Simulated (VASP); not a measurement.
A run of VASP 6.6.1 is set up as follows.

The input INCAR:

```
SYSTEM = AlCo
ALGO     = Normal         ! electronic algorithm
EDIFF    = 1E-7           ! SCF threshold, eV
ENCUT    = 520            ! plane-wave cutoff, eV
GGA      = PE             ! functional
ISIF     = 2              ! what is computed and relaxed
ISMEAR   = -1             ! smearing method
ISPIN    = 2              ! spin polarisation
LASPH    = .TRUE.         ! aspherical terms in the spheres
LCHARG   = .FALSE.        ! write CHGCAR
LMAXMIX  = 4              ! l up to which the mixer works
LORBIT   = 11             ! projections on sites
LREAL    = .FALSE.        ! projectors in reciprocal space
LWAVE    = .FALSE.        ! write WAVECAR
MAGMOM   = 4 0            ! initial moments
NBANDS   = 17             ! bands
NELM     = 150            ! most SCF steps
NUPDOWN  = 4.0            ! fixed moment
PREC     = Accurate       ! precision mode
SIGMA    = 0.05           ! smearing width, eV
```

File KPOINTS:

```
k-points
0
G
  8 8 8
  0 0 0
```

The input POSCAR:

```
AlCo
1.0
    2.8194032100      0.0000000000      0.0000000000
    0.0000000000      2.8194032100      0.0000000000
    0.0000000000      0.0000000000      2.8194032100
Co Al
1 1
Direct
    0.5000000000      0.5000000000      0.5000000000
    0.0000000000      0.0000000000      0.0000000000
```

Potentials or basis: VASP PAW PBE potentials, release 64 (Co, Al).

Launch:

```console
$ cat potpaw_PBE.64/Co/POTCAR potpaw_PBE.64/Al/POTCAR > POTCAR
$ mpirun -np 1 vasp_std > vasp.out
```

What does it give for the pressure?

68.4 GPa.

Caveat: the total moment is fixed, so each spin has its own Fermi level.
